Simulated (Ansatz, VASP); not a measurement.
**Rb: VASP beside Ansatz**

The input INCAR:

```
PREC = Accurate
ENCUT = 520
EDIFF = 1E-7
ISMEAR = -1
SIGMA = 0.1
LREAL = F
LASPH = T
NELM = 60
ALGO = Normal
ISIF = 2
LWAVE = F
LCHARG = F
GGA = PE
NBANDS = 10
```

KPOINTS

```
Automatic mesh
0
Gamma
  13 13 13
```

The input POSCAR:

```
Rb
1.0
   -2.9450839236      2.9450839236      2.9450839236
    2.9450839236     -2.9450839236      2.9450839236
    2.9450839236      2.9450839236     -2.9450839236
Rb
1
Direct
    0.0000000000      0.0000000000      0.0000000000
```

Input for Ansatz:

```yaml
crystal:
  lattice:
    - [-2.9450839236, 2.9450839236, 2.9450839236]
    - [2.9450839236, -2.9450839236, 2.9450839236]
    - [2.9450839236, 2.9450839236, -2.9450839236]
  atoms:
    - { symbol: Rb, position: [0.0, 0.0, 0.0] }
hamiltonian:
  xc: pbe
  pseudopotentials:
    kind: paw
    azcp:
      Rb: "pseudopotentials/Rb.paw.azcp"
basis:
  ecutwfc: 420
  fft_grid_basis: typed
kpoints:
  mp_grid: { grid: [13, 13, 13], shift: [0, 0, 0] }
magnetization:
  spin_polarized: false
scf:
  occupations: { method: fermi_dirac, width: 0.1 }
output:
  stress: true
```

Alike in both runs: task single point; functional PBE; k mesh 13 × 13 × 13; occupations fermi-dirac, width 0.1 eV; no spin polarisation.

```csv
,VASP,Ansatz
version,VASP 6.6.1,Ansatz 0.2.0
potentials or method,"VASP PAW PBE potentials, release 64 (Rb_sv), cutoff 520 eV","plane waves (420 eV) with PAW, scalar-relativistic"
valence electrons in the cell,9,9
```

|  | VASP | Ansatz | Ansatz less VASP |
| --- | --- | --- | --- |
| pressure (GPa) | -0.3 | -0.2 | 0.00 |

With one functional, cell and mesh, what is left measures potentials, basis and numerics.
